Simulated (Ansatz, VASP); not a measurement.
## Two plane-wave programs on ZrB

File INCAR:

```
SYSTEM = ZrB
PREC = Accurate ; ENCUT = 520
EDIFF = 1E-6 ; ISMEAR = 0
SIGMA = 0.15 ; LREAL = .FALSE.
LASPH = .TRUE. ; NELM = 100
ALGO = Normal ; ISIF = 2
LWAVE = .FALSE. ; LCHARG = .TRUE.
GGA = PS ; LELF = .TRUE.
LVHAR = .TRUE. ; NBANDS = 14
```

The input KPOINTS:

```
Automatic mesh
0
G
  18 18 18
  0 0 0
```

Contents of POSCAR:

```
ZrB
1.0
    0.0087187500      2.3250000000      2.3250000000
    2.3337187500      0.0000000000      2.3337187500
    2.3250000000      2.3250000000      0.0087187500
Zr B
1 1
Direct
    0.0000000000      0.0000000000      0.0000000000
    0.5000000000      0.5000000000      0.5000000000
```

Input for Ansatz:

```yaml
crystal:
  lattice:
    - [0.00871875, 2.325, 2.325]
    - [2.33371875, 0.0, 2.33371875]
    - [2.325, 2.325, 0.00871875]
  atoms:
    - { symbol: Zr, position: [0.0, 0.0, 0.0] }
    - { symbol: B, position: [0.5, 0.5, 0.5] }
basis:
  ecutwfc: 420
kpoints:
  mp_grid: { grid: [18, 18, 18] }
hamiltonian:
  xc: pbesol
scf:
  occupations: { method: gaussian, width: 0.15 }
output:
  forces: true
  stress: true
  eigenvalues: true
```

Change from the starting cell: strain +0.0075 x Voigt [0, 0, 0, 0, 1, 0], atoms carried along.

Alike in both runs: task single point; functional PBEsol; k mesh 18 × 18 × 18; occupations gaussian, width 0.15 eV; no spin polarisation.

|  | VASP | Ansatz |
| --- | --- | --- |
| version | VASP 6.6.1 | Ansatz 0.2.0 |
| potentials or method | VASP PAW PBE potentials, release 64 (Zr_sv, B), cutoff 520 eV | scalar-relativistic, plane waves, PAW |
| valence electrons in the cell | 15 | 15 |

Ansatz gave:

* gap on the k mesh at the Fermi level (eV): none
* pressure (GPa): 29.4
* traceless stress, the component that is largest in VASP (GPa): -0.42

Q: What did VASP give for the same quantities?

A: gap on the k mesh at the Fermi level (eV): none; pressure (GPa): 29.7; traceless stress, the component that is largest in VASP (GPa): -0.42.

VASP's potentials were made for PBE, not for PBEsol. A gap of «none» marks a metal or a gap that the smearing closes. Both programs put the cell under a high pressure, so it lies far from rest at this level.
